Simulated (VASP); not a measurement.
# GaN (Fm-3m) in VASP: single point with r2SCAN

Aim: the single point of GaN with r2SCAN.

Everything below comes from runs of VASP 6.6.1. Logs are shortened: lines on timing, memory, paths and dates and some standing lists are left out, and cuts for length are marked.

## (1) The cell of the first run

It takes space group Fm-3m (No. 225, cubic). The conventional cell has a = 4.217 Å, b = 4.217 Å, c = 4.217 Å, α = 90.00°, β = 90.00°, γ = 90.00°. Within 2.8 Å of Ga (site symmetry m-3m) lie 6 N at 2.11 Å. Within 2.8 Å of N (site symmetry m-3m) lie 6 Ga at 2.11 Å.

## (2) Single point, r2SCAN

Contents of POSCAR:

```
GaN
1.0
    0.0000000000      2.1085152350      2.1085152350
    2.1085152350      0.0000000000      2.1085152350
    2.1085152350      2.1085152350      0.0000000000
Ga N
1 1
Direct
    0.0000000000      0.0000000000      0.0000000000
    0.5000000000      0.5000000000      0.5000000000
```

Contents of INCAR.step1:

```
SYSTEM = GaN
PREC = Accurate
ENCUT = 660
ISMEAR = 0
SIGMA = 0.01
LREAL = .FALSE.
LASPH = .TRUE.
NELM = 120
NBANDS = 16
GGA = PE
ALGO = Normal
EDIFF = 1E-5
LWAVE = .TRUE.
LCHARG = .FALSE.
GGA_COMPAT = .FALSE.
```

Contents of INCAR.step2:

```
SYSTEM = GaN
PREC = Accurate
ENCUT = 660
EDIFF = 1E-6
ISMEAR = 0
SIGMA = 0.01
LREAL = .FALSE.
LASPH = .TRUE.
NELM = 120
ALGO = Normal
ISIF = 2
LWAVE = .FALSE.
LCHARG = .TRUE.
METAGGA = R2SCAN
LMIXTAU = .TRUE.
LELF = .TRUE.
LVHAR = .TRUE.
NBANDS = 16
ISTART = 1
GGA_COMPAT = .FALSE.
```

Contents of KPOINTS:

```
regular mesh
0
G
  8 8 8
  0 0 0
```

Potentials or basis: VASP PAW PBE potentials, release 64 (Ga_d, N).

Launch:

```bash
$ cat potpaw_PBE.64/Ga_d/POTCAR potpaw_PBE.64/N/POTCAR > POTCAR
$ cp INCAR.step1 INCAR
$ mpirun -np 1 vasp_std > vasp.out
$ cp INCAR.step2 INCAR
$ mpirun -np 1 vasp_std > vasp.out
```

OUTCAR:

```text
SYSTEM = GaN
   PREC = Accurate
   ENCUT = 660
   EDIFF = 1E-6
   ISMEAR = 0
   LREAL = .FALSE.
   LASPH = .TRUE.
   NELM = 120
   ISIF = 2
   METAGGA = R2SCAN
   ISTART = 1

 ion  position               nearest neighbor table
   1  0.000  0.000  0.000-   2 2.11   2 2.11   2 2.11   2 2.11   2 2.11   2 2.11
   2  0.500  0.500  0.500-   1 2.11   1 2.11   1 2.11   1 2.11   1 2.11   1 2.11

  LATTYP: Found a face centered cubic cell.
 ALAT       =     4.2170304700

  Lattice vectors:

 A1 = (   0.0000000000,   2.1085152350,   2.1085152350)
 A2 = (   2.1085152350,   0.0000000000,   2.1085152350)
 A3 = (   2.1085152350,   2.1085152350,   0.0000000000)

Analysis of symmetry for initial positions (statically):
=====================================================================
 Subroutine PRICEL returns:
 Original cell was already a primitive cell.

 Routine SETGRP: Setting up the symmetry group for a
 face centered cubic supercell.

 Subroutine GETGRP returns: Found 48 space group operations
 (whereof 48 operations were pure point group operations)
 out of a pool of 48 trial point group operations.

The static configuration has the point symmetry O_h .

Analysis of symmetry for dynamics (positions and initial velocities):
=====================================================================
 Subroutine PRICEL returns:
 Original cell was already a primitive cell.

 Routine SETGRP: Setting up the symmetry group for a
 face centered cubic supercell.

 Subroutine GETGRP returns: Found 48 space group operations
 (whereof 48 operations were pure point group operations)
 out of a pool of 48 trial point group operations.

The dynamic configuration has the point symmetry O_h .

 Subroutine INISYM returns: Found 48 space group operations
 (whereof 48 operations are pure point group operations),
 and found     1 'primitive' translations

----------------------------------------------------------------------------------------

                                     Primitive cell

  volume of cell :      18.7482

  direct lattice vectors                    reciprocal lattice vectors
     0.000000000  2.108515235  2.108515235    -0.237133691  0.237133691  0.237133691
     2.108515235  0.000000000  2.108515235     0.237133691 -0.237133691  0.237133691
     2.108515235  2.108515235  0.000000000     0.237133691  0.237133691 -0.237133691

  length of vectors
     2.981890842  2.981890842  2.981890842     0.410727601  0.410727601  0.410727601

  position of ions in fractional coordinates (direct lattice)
     0.000000000  0.000000000  0.000000000
     0.500000000  0.500000000  0.500000000

[... 79 lines left out ...]
   NSW    =      0    number of steps for IOM
   IBRION =     -1    ionic relax: 0-MD 1-quasi-New 2-CG
   NFREE  =      0    steps in history (QN), initial steepest desc. (CG)
   ISIF   =      2    stress and relaxation
   ISYM   =      2    0-nonsym 1-usesym 2-fastsym
   POTIM  = 0.5000    time-step for ionic-motion
   TEBEG  =    0.0;   TEEND  =   0.0 temperature during run
   PSTRESS=    0.0 pullay stress
   NELECT =      18.0000    total number of electrons
   NUPDOWN=      -1.0000    fix difference up-down
   EMIN   =  10.00;   EMAX   =-10.00  energy-range for DOS
   EFERMI =   0.00;   METHOD = LEGACY
   ISMEAR =     0;   SIGMA  =   0.01  broadening in eV -4-tet -1-fermi 0-gaus
   EFERMI_NEDOS =   21; number of points for ismear=-14 and -15
   IALGO  =     38    algorithm
   IMIX   =      4    mixing-type and parameters
     AMIX     =   0.40;   BMIX     =  1.00
     AMIX_MAG =   1.60;   BMIX_MAG =  1.00
  volume/ion in A,a.u.               =       9.37        63.26
  Fermi-wavevector in a.u.,A,eV,Ry     =   1.615024  3.051952 35.488101  2.608302
  Thomas-Fermi vector in A             =   2.709838
   LORBIT       =      0    0 simple, 1 ext, 2 COOP (PROOUT), +10 PAW based schemes
   METAGGA = R2SCAN    functional components
   LHFCALC =     F    Hartree Fock is set to
   AEXX    =    0.0000 exact exchange contribution
   IVDW    =     0    specifies the selected vdW correction
   LEPSILON=     F    determine dielectric tensor
   LRPA    =     F    only Hartree local field effects (RPA)
 non-spin polarized calculation
 Gauss-broadening in eV      SIGMA  =   0.01
  energy-cutoff  :      660.00
  volume of cell :       18.75
 maximum number of plane-waves:       740
 NGX is ok and might be reduce to    28
   NGX = 13   NGY = 13   NGZ = 13

 number of electron      17.9999998 magnetization

 Free energy of the ion-electron system (eV)
  ---------------------------------------------------
  ext. energy  EPLUGINS =         0.00000000
  ---------------------------------------------------
  free energy    TOTEN  =       -20.97614421 eV

  energy without entropy =      -20.97614421  energy(sigma->0) =      -20.97614421

 E-fermi :   7.7946     XC(G=0): -14.2179

 val. band max:        7.7274452893   @ k =  -0.2500   0.1250   0.0000
 cond. band min:       8.8960892974   @ k =   0.5000   0.5000   0.0000
 fundamental gap:      1.1686440081
 Fermi energy:         7.7946466919

 k-point     1 :       0.0000    0.0000    0.0000
  band No.  band energies     occupation
      1     -10.3880      2.00000
      2      -6.6405      2.00000
      3      -6.6405      2.00000
      4      -6.6405      2.00000
      5      -6.5711      2.00000
      6      -6.5711      2.00000
[... 433 lines left out ...]
      3      -6.6905      2.00000
      4      -6.5945      2.00000
      5      -6.4123      2.00000
      6      -5.2959      2.00000
[... 8 lines left out ...]
     15      27.7839      0.00000
     16      32.6165      0.00000

 [... further k-points ...]

------------------------ aborting loop because EDIFF is reached ----------------------------------------

  FORCE on cell =-STRESS in cart. coord.  units (eV):
  Direction    XX          YY          ZZ          XY          YZ          ZX
  --------------------------------------------------------------------------------------
  -------------------------------------------------------------------------------------
  Total        0.1405348      0.1405348      0.1405348      0.0000000      0.0000000      0.0000000
  in kB       12.0097617     12.0097617     12.0097617      0.0000000      0.0000000      0.0000000
  external PRESSURE =      12.0097617 kB  Pullay stress =       0.0000000 kB

 VOLUME and BASIS-vectors are now :
 -----------------------------------------------------------------------------
  energy-cutoff  :      660.00
  volume of cell :       18.75
      direct lattice vectors                 reciprocal lattice vectors
     0.000000000  2.108515235  2.108515235    -0.237133691  0.237133691  0.237133691
     2.108515235  0.000000000  2.108515235     0.237133691 -0.237133691  0.237133691
     2.108515235  2.108515235  0.000000000     0.237133691  0.237133691 -0.237133691

 POSITION                                       TOTAL-FORCE (eV/Angst)
 -----------------------------------------------------------------------------------
      0.00000      0.00000      0.00000         0.000000      0.000000      0.000000
      2.10852      2.10852      2.10852        -0.000000      0.000000     -0.000000
 -----------------------------------------------------------------------------------
    total drift:                                0.000000      0.000000      0.000000

  FREE ENERGIE OF THE ION-ELECTRON SYSTEM (eV)
  ---------------------------------------------------
  free  energy   TOTEN  =       -20.9761442117 eV

  energy  without entropy=      -20.9761442117  energy(sigma->0) =      -20.97614421
```

OUTCAR.step1:

```text
SYSTEM = GaN
   PREC = Accurate
   ENCUT = 660
   ISMEAR = 0
   LREAL = .FALSE.
   LASPH = .TRUE.
[... 678 lines left out ...]
      0.00000      0.00000      0.00000        -0.000000     -0.000000     -0.000000
      2.10852      2.10852      2.10852         0.000000      0.000000      0.000000
 -----------------------------------------------------------------------------------
    total drift:                                0.000000      0.000000      0.000000

  FREE ENERGIE OF THE ION-ELECTRON SYSTEM (eV)
  ---------------------------------------------------
  free  energy   TOTEN  =       -11.1877657748 eV

  energy  without entropy=      -11.1877657748  energy(sigma->0) =      -11.18776577
```

OSZICAR.step1:

```text
N       E                     dE             d eps       ncg     rms          rms(c)
DAV:   1     0.880683239922E+02    0.88068E+02   -0.10522E+04  1048   0.248E+03
DAV:   2    -0.722172050095E+01   -0.95290E+02   -0.88456E+02  1064   0.369E+02
DAV:   3    -0.129592946884E+02   -0.57376E+01   -0.57145E+01  1040   0.763E+01
DAV:   4    -0.130220240654E+02   -0.62729E-01   -0.62716E-01  1200   0.857E+00
DAV:   5    -0.130226992166E+02   -0.67515E-03   -0.67513E-03  1080   0.821E-01    0.736E+00
DAV:   6    -0.112084250413E+02    0.18143E+01   -0.43591E+00  1360   0.407E+01    0.236E+00
DAV:   7    -0.112021976484E+02    0.62274E-02   -0.24750E-01  1056   0.521E+00    0.155E+00
DAV:   8    -0.111896927293E+02    0.12505E-01   -0.32948E-02  1080   0.241E+00    0.508E-01
DAV:   9    -0.111877839554E+02    0.19088E-02   -0.75649E-03  1216   0.211E+00    0.115E-01
DAV:  10    -0.111877752924E+02    0.86630E-05   -0.71145E-04  1136   0.381E-01    0.241E-02
DAV:  11    -0.111877642158E+02    0.11077E-04   -0.73588E-05  1168   0.108E-01    0.122E-02
DAV:  12    -0.111877657748E+02   -0.15589E-05   -0.42834E-06   624   0.389E-02
   1 F= -.11187766E+02 E0= -.11187766E+02  d E =-.683310E-15
```

It took 30 s on 1 thread of Intel Xeon 6975P-C (Granite Rapids), shared host; peak memory 0.17 GiB.

Results:

```yaml
Free_energy: -20.9761 eV
Pressure: 1.2 GPa
Band_gap_on_the_k_mesh: 1.17 eV, indirect (least direct gap 3.41 eV)
```

Levels at points of the mesh, in eV from the valence-band top:
| k point | band 5 | band 6 | band 7 | band 8 | band 9 | band 10 | band 11 | band 12 | band 13 | band 14 |
| --- | --- | --- | --- | --- | --- | --- | --- | --- | --- | --- |
| (0.00, 0.00, 0.00) | -14.30 | -14.30 | -0.51 | -0.51 | -0.51 | 2.89 | 15.51 | 15.51 | 15.51 | 17.04 |
| (0.50, 0.00, 0.00) | -14.15 | -14.15 | -8.37 | -0.16 | -0.16 | 5.42 | 9.87 | 9.87 | 10.43 | 17.58 |
| (0.50, 0.50, 0.00) | -14.09 | -11.52 | -7.26 | -3.13 | -3.13 | 1.17 | 8.52 | 13.14 | 15.77 | 15.77 |

Caveat: the PAW data sets were made with another functional, which shifts forces and pressure a little. A k mesh can miss the band edges.
